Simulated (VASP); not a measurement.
# Si7P (P-43m) in VASP: further runs

The runs below take Si7P through single point, relaxation of cell and atoms, with PBE.

All numbers are computed with VASP 6.6.1; they aren't measurements. Logs are shortened: lines on timing, memory, paths and dates and some standing lists are left out, and cuts for length are marked.

## Step 1: The cell of the first run

Symmetry: P-43m, No. 215, cubic system. The conventional cell has a = 5.420 Å, b = 5.420 Å, c = 5.420 Å, α = 90.00°, β = 90.00°, γ = 90.00°. Si (site symmetry -42m) has 4 Si at 2.35 Å within 3.1 Å. Within 3.1 Å of Si (site symmetry 3m) lie 3 Si at 2.35 Å and 1 P at 2.35 Å. P (site symmetry -43m) has 4 Si at 2.35 Å within 3.1 Å.

## Step 2: Single point, PBE

Contents of INCAR:

```
ALGO     = Normal         # electronic algorithm
EDIFF    = 1E-7           # SCF threshold, eV
ENCUT    = 520            # plane-wave cutoff, eV
GGA      = PE             # functional
ISIF     = 2              # what is computed and relaxed
ISMEAR   = 0              # smearing method
LASPH    = T              # aspherical terms in the spheres
LCHARG   = T              # write CHGCAR
LELF     = T              # ELF
LREAL    = F              # projectors in reciprocal space
LVHAR    = T            
LWAVE    = F              # write WAVECAR
NBANDS   = 26             # bands
NELM     = 80             # most SCF steps
PREC     = Accurate       # precision mode
SIGMA    = 0.2            # smearing width, eV
```

Contents of KPOINTS:

```
k-points
0
Gamma
  3 3 3
```

Contents of POSCAR:

```
Si7P
1.0
    5.4200000000      0.0000000000      0.0000000000
    0.0000000000      5.4200000000      0.0000000000
    0.0000000000      0.0000000000      5.4200000000
Si P
7 1
Direct
    0.0000000000      0.5000000000      0.5000000000
    0.7500000000      0.7500000000      0.2500000000
    0.5000000000      0.0000000000      0.5000000000
    0.7500000000      0.2500000000      0.7500000000
    0.5000000000      0.5000000000      0.0000000000
    0.2500000000      0.7500000000      0.7500000000
    0.2500000000      0.2500000000      0.2500000000
    0.0000000000      0.0000000000      0.0000000000
```

Potentials or basis: VASP PAW PBE potentials, release 64 (Si, P).

Command:

```console
$ cat potpaw_PBE.64/Si/POTCAR potpaw_PBE.64/P/POTCAR > POTCAR
$ mpirun -np 1 vasp_std > vasp.out
```

OUTCAR:

```text
EDIFF = 1E-7
   ENCUT = 520
   GGA = PE
   ISIF = 2
   ISMEAR = 0
   LASPH = T
   LREAL = F
   NELM = 80
   PREC = Accurate

 ion  position               nearest neighbor table
   1  0.000  0.500  0.500-   2 2.35   4 2.35   6 2.35   7 2.35
   2  0.750  0.750  0.250-   1 2.35   3 2.35   5 2.35   8 2.35
   3  0.500  0.000  0.500-   2 2.35   4 2.35   6 2.35   7 2.35
   4  0.750  0.250  0.750-   1 2.35   3 2.35   5 2.35   8 2.35
   5  0.500  0.500  0.000-   2 2.35   4 2.35   6 2.35   7 2.35
   6  0.250  0.750  0.750-   1 2.35   3 2.35   5 2.35   8 2.35
   7  0.250  0.250  0.250-   1 2.35   3 2.35   5 2.35   8 2.35
   8  0.000  0.000  0.000-   2 2.35   4 2.35   6 2.35   7 2.35

  LATTYP: Found a simple cubic cell.
 ALAT       =     5.4200000000

  Lattice vectors:

 A1 = (   5.4200000000,   0.0000000000,   0.0000000000)
 A2 = (   0.0000000000,   5.4200000000,   0.0000000000)
 A3 = (   0.0000000000,   0.0000000000,   5.4200000000)

Analysis of symmetry for initial positions (statically):
=====================================================================
 Subroutine PRICEL returns:
 Original cell was already a primitive cell.

 Routine SETGRP: Setting up the symmetry group for a
 simple cubic supercell.

 Subroutine GETGRP returns: Found 24 space group operations
 (whereof 24 operations were pure point group operations)
 out of a pool of 48 trial point group operations.

The static configuration has the point symmetry T_d .

Analysis of symmetry for dynamics (positions and initial velocities):
=====================================================================
 Subroutine PRICEL returns:
 Original cell was already a primitive cell.

 Routine SETGRP: Setting up the symmetry group for a
 simple cubic supercell.

 Subroutine GETGRP returns: Found 24 space group operations
 (whereof 24 operations were pure point group operations)
 out of a pool of 48 trial point group operations.

The dynamic configuration has the point symmetry T_d .

 Subroutine INISYM returns: Found 24 space group operations
 (whereof 24 operations are pure point group operations),
 and found     1 'primitive' translations

----------------------------------------------------------------------------------------

                                     Primitive cell

  volume of cell :     159.2201

  direct lattice vectors                    reciprocal lattice vectors
     5.420000000  0.000000000  0.000000000     0.184501845  0.000000000  0.000000000
     0.000000000  5.420000000  0.000000000     0.000000000  0.184501845  0.000000000
     0.000000000  0.000000000  5.420000000     0.000000000  0.000000000  0.184501845

  length of vectors
     5.420000000  5.420000000  5.420000000     0.184501845  0.184501845  0.184501845

  position of ions in fractional coordinates (direct lattice)
     0.000000000  0.500000000  0.500000000
     0.750000000  0.750000000  0.250000000
     0.500000000  0.000000000  0.500000000
     0.750000000  0.250000000  0.750000000
     0.500000000  0.500000000  0.000000000
     0.250000000  0.750000000  0.750000000
     0.250000000  0.250000000  0.250000000
     0.000000000  0.000000000  0.000000000

  ion indices of the primitive-cell ions
   primitive index   ion index
                 1           1
                 2           2
                 3           3
                 4           4
                 5           5
                 6           6
                 7           7
                 8           8

----------------------------------------------------------------------------------------

 KPOINTS: k-points

Automatic generation of k-mesh.
 Grid dimensions read from file:
 generate k-points for:    3    3    3

 Generating k-lattice:

  Cartesian coordinates                     Fractional coordinates (reciprocal lattice)
     0.061500615  0.000000000  0.000000000     0.333333333  0.000000000  0.000000000
     0.000000000  0.061500615  0.000000000     0.000000000  0.333333333  0.000000000
     0.000000000  0.000000000  0.061500615     0.000000000  0.000000000  0.333333333

  Length of vectors
     0.061500615  0.061500615  0.061500615

  Shift w.r.t. Gamma in fractional coordinates (k-lattice)
     0.000000000  0.000000000  0.000000000

 Subroutine IBZKPT returns following result:
 ===========================================

 Found      4 irreducible k-points:

 Following reciprocal coordinates:
            Coordinates               Weight
  0.000000  0.000000  0.000000      1.000000
  0.333333  0.000000  0.000000      6.000000
  0.333333  0.333333  0.000000     12.000000
  0.333333  0.333333  0.333333      8.000000
   k-points           NKPTS =      4   k-points in BZ     NKDIM =      4   number of bands    NBANDS=     26
   number of dos      NEDOS =    301   number of ions     NIONS =      8
   total plane-waves  NPLWV =  64000
   dimension x,y,z NGX =    40 NGY =   40 NGZ =   40
   dimension x,y,z NGXF=    80 NGYF=   80 NGZF=   80
   ions per type =               7   1
   NGX,Y,Z   is equivalent  to a cutoff of  12.27, 12.27, 12.27 a.u.
   NGXF,Y,Z  is equivalent  to a cutoff of  24.54, 24.54, 24.54 a.u.
 SYSTEM =  unknown system
   PREC   = accura    normal or accurate (medium, high low for compatibility)
   ISTART =      0    job   : 0-new  1-cont  2-samecut
   ICHARG =      2    charge: 1-file 2-atom 10-const
   ISPIN  =      1    spin polarized calculation?
   LNONCOLLINEAR =      F non collinear calculations
   LSORBIT =      F    spin-orbit coupling
   LASPH  =      T    aspherical Exc in radial PAW
   ENCUT  =  520.0 eV  38.22 Ry    6.18 a.u.  10.08 10.08 10.08*2*pi/ulx,y,z
   NELM   =     80;   NELMIN=  2; NELMDL= -5     # of ELM steps
   EDIFF  = 0.1E-06   stopping-criterion for ELM
   LREAL  =      F    real-space projection
   EDIFFG = 0.1E-05   stopping-criterion for IOM
   NSW    =      0    number of steps for IOM
   IBRION =     -1    ionic relax: 0-MD 1-quasi-New 2-CG
   NFREE  =      0    steps in history (QN), initial steepest desc. (CG)
   ISIF   =      2    stress and relaxation
   ISYM   =      2    0-nonsym 1-usesym 2-fastsym
   POTIM  = 0.5000    time-step for ionic-motion
   TEBEG  =    0.0;   TEEND  =   0.0 temperature during run
   PSTRESS=    0.0 pullay stress
   NELECT =      33.0000    total number of electrons
   NUPDOWN=      -1.0000    fix difference up-down
   EMIN   =  10.00;   EMAX   =-10.00  energy-range for DOS
   EFERMI =   0.00;   METHOD = LEGACY
   ISMEAR =     0;   SIGMA  =   0.20  broadening in eV -4-tet -1-fermi 0-gaus
   EFERMI_NEDOS =   21; number of points for ismear=-14 and -15
   IALGO  =     38    algorithm
   IMIX   =      4    mixing-type and parameters
     AMIX     =   0.40;   BMIX     =  1.00
     AMIX_MAG =   1.60;   BMIX_MAG =  1.00
  volume/ion in A,a.u.               =      19.90       134.31
  Fermi-wavevector in a.u.,A,eV,Ry     =   0.968828  1.830820 12.770815  0.938628
  Thomas-Fermi vector in A             =   2.098830
   LORBIT       =      0    0 simple, 1 ext, 2 COOP (PROOUT), +10 PAW based schemes
   GGA     = PE    functional components
   LHFCALC =     F    Hartree Fock is set to
   AEXX    =    0.0000 exact exchange contribution
   IVDW    =     0    specifies the selected vdW correction
   LEPSILON=     F    determine dielectric tensor
   LRPA    =     F    only Hartree local field effects (RPA)
 non-spin polarized calculation
 Gauss-broadening in eV      SIGMA  =   0.20
  energy-cutoff  :      520.00
  volume of cell :      159.22
 maximum number of plane-waves:      4337
   NGX = 21   NGY = 21   NGZ = 21

 number of electron      33.0000003 magnetization

 Free energy of the ion-electron system (eV)
  ---------------------------------------------------
  ext. energy  EPLUGINS =         0.00000000
  ---------------------------------------------------
  free energy    TOTEN  =       -43.15478787 eV

  energy without entropy =      -43.11699777  energy(sigma->0) =      -43.13589282

 E-fermi :   6.6748     XC(G=0):  -9.4857

 val. band max:        6.5403612085   @ k =   0.0000   0.0000   0.0000
 cond. band min:       6.7669198985   @ k =   0.3333   0.3333   0.3333
 fundamental gap:      0.2265586900
 Fermi energy:         6.6747594053

 k-point     1 :       0.0000    0.0000    0.0000
  band No.  band energies     occupation
      1      -6.8775      2.00000
      2      -3.9594      2.00000
      3      -2.1695      2.00000
      4      -2.1695      2.00000
      5      -2.1695      2.00000
      6      -1.9228      2.00000
[... 18 lines left out ...]
     25       8.2117      0.00000
     26       8.6986      0.00000

 k-point     2 :       0.3333    0.0000    0.0000
  band No.  band energies     occupation
      1      -6.5476      2.00000
      2      -4.7421      2.00000
      3      -3.0301      2.00000
      4      -2.0475      2.00000
      5      -2.0475      2.00000
      6      -1.7987      2.00000
[... 18 lines left out ...]
     25       9.9184      0.00000
     26       9.9184      0.00000

 k-point     3 :       0.3333    0.3333    0.0000
  band No.  band energies     occupation
      1      -6.2864      2.00000
      2      -4.5742      2.00000
      3      -3.8820      2.00000
      4      -3.1101      2.00000
      5      -1.3746      2.00000
      6      -0.3509      2.00000
[... 18 lines left out ...]
     25       9.7856      0.00000
     26      10.1393      0.00000

 k-point     4 :       0.3333    0.3333    0.3333
  band No.  band energies     occupation
      1      -6.1054      2.00000
      2      -4.3769      2.00000
      3      -3.6642      2.00000
      4      -3.6642      2.00000
      5      -1.3231      2.00000
      6      -0.9711      2.00000
[... 18 lines left out ...]
     25       9.9651      0.00000
     26      10.2286      0.00000

------------------------ aborting loop because EDIFF is reached ----------------------------------------

  FORCE on cell =-STRESS in cart. coord.  units (eV):
  Direction    XX          YY          ZZ          XY          YZ          ZX
  --------------------------------------------------------------------------------------
  -------------------------------------------------------------------------------------
  Total       -0.0962920     -0.0962920     -0.0962920      0.0000000     -0.0000000      0.0000000
  in kB       -0.9689530     -0.9689530     -0.9689530      0.0000000     -0.0000000      0.0000000
  external PRESSURE =      -0.9689530 kB  Pullay stress =       0.0000000 kB

 VOLUME and BASIS-vectors are now :
 -----------------------------------------------------------------------------
  energy-cutoff  :      520.00
  volume of cell :      159.22
      direct lattice vectors                 reciprocal lattice vectors
     5.420000000  0.000000000  0.000000000     0.184501845  0.000000000  0.000000000
     0.000000000  5.420000000  0.000000000     0.000000000  0.184501845  0.000000000
     0.000000000  0.000000000  5.420000000     0.000000000  0.000000000  0.184501845

 POSITION                                       TOTAL-FORCE (eV/Angst)
 -----------------------------------------------------------------------------------
      0.00000      2.71000      2.71000        -0.000000     -0.000000      0.000000
      4.06500      4.06500      1.35500        -0.012919     -0.012919      0.012919
      2.71000      0.00000      2.71000        -0.000000      0.000000      0.000000
      4.06500      1.35500      4.06500        -0.012919      0.012919     -0.012919
      2.71000      2.71000      0.00000        -0.000000     -0.000000      0.000000
      1.35500      4.06500      4.06500         0.012919     -0.012919     -0.012919
      1.35500      1.35500      1.35500         0.012919      0.012919      0.012919
      0.00000      0.00000      0.00000        -0.000000      0.000000      0.000000
 -----------------------------------------------------------------------------------
    total drift:                                0.000000     -0.000000     -0.000000

  FREE ENERGIE OF THE ION-ELECTRON SYSTEM (eV)
  ---------------------------------------------------
  free  energy   TOTEN  =       -43.1547878699 eV

  energy  without entropy=      -43.1169977691  energy(sigma->0) =      -43.13589282
```

Run time: 10 s. Hardware: 1 thread of Intel Xeon 6975P-C (Granite Rapids), shared host; peak memory 0.23 GiB.

What came out:

* Free energy: -43.1548 eV
* Pressure: -0.1 GPa
* Band gap on the k mesh: zero (an odd number of electrons rules out a gap without spin polarisation)

Levels at points of the mesh, in eV from the Fermi level:
| k point | band 13 | band 14 | band 15 | band 16 | band 17 | band 18 | band 19 | band 20 |
| --- | --- | --- | --- | --- | --- | --- | --- | --- |
| (0.00, 0.00, 0.00) | -3.65 | -1.16 | -1.16 | -1.16 | -0.80 | -0.21 | -0.21 | -0.21 |

Caveat: the k points lie up to 0.39 Å⁻¹ apart, too coarse for converged energies and pressures of a metal; an odd number of electrons without spin polarisation forces a metal; a magnetic or distorted state may lie lower.

(Part 1 of 2 ends here.)

The gap in the log of VASP goes by the Fermi energy; the results here count the filled bands.